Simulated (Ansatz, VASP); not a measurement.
# ZnCd2Se2S in VASP and in Ansatz

```
CELL_PARAMETERS angstrom
3.90301 0.00000 0.00000
-1.95150 3.38010 0.00000
0.00000 0.00000 9.64127
ATOMIC_POSITIONS crystal
Zn 0.00000 0.00000 0.50000
Cd 0.66667 0.33333 0.83603
Cd 0.33333 0.66667 0.16397
Se 0.66667 0.33333 0.34542
Se 0.33333 0.66667 0.65458
S 0.00000 0.00000 0.00000
```

Change from the starting cell: species swapped into the LiSmCu2P2 type (P-3m1, No. 164).

Alike in both runs: functional PBE; k mesh 12 × 12 × 4; occupations gaussian, width 0.1 eV; no spin polarisation.

Ansatz relaxed the structure, and its values are those at the end. VASP's run is a single point on that final structure, the one shown.

|  | VASP | Ansatz |
| --- | --- | --- |
| version | VASP 6.6.1 | Ansatz 0.2.0 |
| potentials or method | VASP PAW PBE potentials, release 64 (Zn, Cd, Se, S), cutoff 520 eV | scalar-relativistic, plane waves, PAW |
| valence electrons in the cell | 54 | 90 |

Ansatz gave:

| Property | Result |
| --- | --- |
| gap on the k mesh at the Fermi level (eV) | none |
| pressure (GPa) | 0.0 |
| rms of the force components (eV/Å) | 0.000 |

**Question.** What did VASP give for the same quantities?

**Answer.** gap on the k mesh at the Fermi level (eV): none; pressure (GPa): 0.3; rms of the force components (eV/Å): 0.006.

A gap of «none» marks a metal or a gap that the smearing closes. With one functional, cell and mesh, what is left measures potentials, basis and numerics. VASP's potentials hold 54 valence electrons a cell and Ansatz's 90, so a difference there can come from the potentials and not from the codes.
